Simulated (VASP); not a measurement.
A run of VASP 6.6.1 is set up as follows.

File INCAR:

```
SYSTEM = LiCl
PREC     = Accurate       ! precision mode
ENCUT    = 520            ! plane-wave cutoff, eV
EDIFF    = 1E-6           ! SCF threshold, eV
ISMEAR   = 0              ! smearing method
SIGMA    = 0.05           ! smearing width, eV
LREAL    = .FALSE.        ! projectors in reciprocal space
LASPH    = .TRUE.         ! aspherical terms in the spheres
NELM     = 60             ! most SCF steps
ALGO     = Normal         ! electronic algorithm
ISIF     = 2              ! what is computed and relaxed
LWAVE    = .FALSE.        ! write WAVECAR
LCHARG   = .FALSE.        ! write CHGCAR
GGA      = PE             ! functional
NBANDS   = 12             ! bands
```

Contents of KPOINTS:

```
regular mesh
0
G
  12 12 12
  0 0 0
```

POSCAR

```
LiCl
1.0
    0.0000000000      2.5732808599      2.5732808599
    2.5732808599      0.0000000000      2.5732808599
    2.5732808599      2.5732808599      0.0000000000
Li Cl
1 1
Direct
    0.0000000000      0.0000000000      0.0000000000
    0.5000000000      0.5000000000      0.5000000000
```

Potentials or basis: VASP PAW PBE potentials, release 64 (Li_sv, Cl).

The run is started by

```sh
$ cat potpaw_PBE.64/Li_sv/POTCAR potpaw_PBE.64/Cl/POTCAR > POTCAR
$ mpirun -np 1 vasp_std > vasp.out
```

What does it give for the band gap on the k mesh?

6.28 eV, indirect (the least direct gap lies 2.9 meV higher).

 PBE gaps usually lie below the measured ones, often by a third to a half.
